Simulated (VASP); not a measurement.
A run of VASP 6.6.1 is set up as follows.

Contents of INCAR:

```
PREC = Accurate ; ENCUT = 520
EDIFF = 1E-6 ; ISMEAR = -1
SIGMA = 0.01 ; LREAL = Auto
LASPH = True ; NELM = 80
ALGO = Normal ; ISIF = 2
LWAVE = False ; LCHARG = True
GGA = PE ; LVHAR = True
NBANDS = 164 ; NELECT = 282.0
KPAR = 4
```

KPOINTS

```
Automatic mesh
0
Gamma
  3 3 2
```

POSCAR

```
Cd16HSe15
1.0
    8.6000000000      0.0000000000      0.0000000000
   -4.3000000000      7.4478184726      0.0000000000
    0.0000000000      0.0000000000     14.0400000000
Cd H Se
16 1 15
Direct
    0.1666666667      0.3333333333      0.0102955499
    0.1666666667      0.3333333333      0.5075688315
    0.1579230390      0.8289615195      0.0013836493
    0.1728839403      0.8364419702      0.4997487346
    0.6710384805      0.3420769610      0.0013836493
    0.6635580298      0.3271160597      0.4997487346
    0.6710384805      0.8289615195      0.0013836493
    0.6635580298      0.8364419702      0.4997487346
    0.3273855180      0.1726144820      0.2465090232
    0.3328994350      0.1671005650      0.7571692434
    0.3273855180      0.6547710359      0.2465090232
    0.3328994350      0.6657988699      0.7571692434
    0.8452289641      0.1726144820      0.2465090232
    0.8342011301      0.1671005650      0.7571692434
    0.8333333333      0.6666666667      0.2600817754
    0.8333333333      0.6666666667      0.7404057363
    0.1666666667      0.3333333333      0.1962816285
    0.1666666667      0.3333333333      0.6939594872
    0.1627523613      0.8313761806      0.1896948050
    0.1732122391      0.8366061196      0.6888240375
    0.6686238194      0.3372476387      0.1896948050
    0.6633938804      0.3267877609      0.6888240375
    0.6686238194      0.8313761806      0.1896948050
    0.6633938804      0.8366061196      0.6888240375
    0.3298875029      0.1701124971      0.4336456633
    0.3319484353      0.1680515647      0.9478824038
    0.3298875029      0.6597750058      0.4336456633
    0.3319484353      0.6638968705      0.9478824038
    0.8402249942      0.1701124971      0.4336456633
    0.8361031295      0.1680515647      0.9478824038
    0.8333333333      0.6666666667      0.4459904388
    0.8333333333      0.6666666667      0.9308438724
```

Potentials or basis: VASP PAW PBE potentials, release 64 (Cd, H, Se).

The run is started by

```console
$ cat potpaw_PBE.64/Cd/POTCAR potpaw_PBE.64/H/POTCAR potpaw_PBE.64/Se/POTCAR > POTCAR
$ mpirun -np 4 vasp_std > vasp.out
```

(1) Estimate the largest force.

Answers

(1) 0.047 eV/Å.

Caveat: the cell carries a net charge on a neutralising background, which shifts energy and pressure.
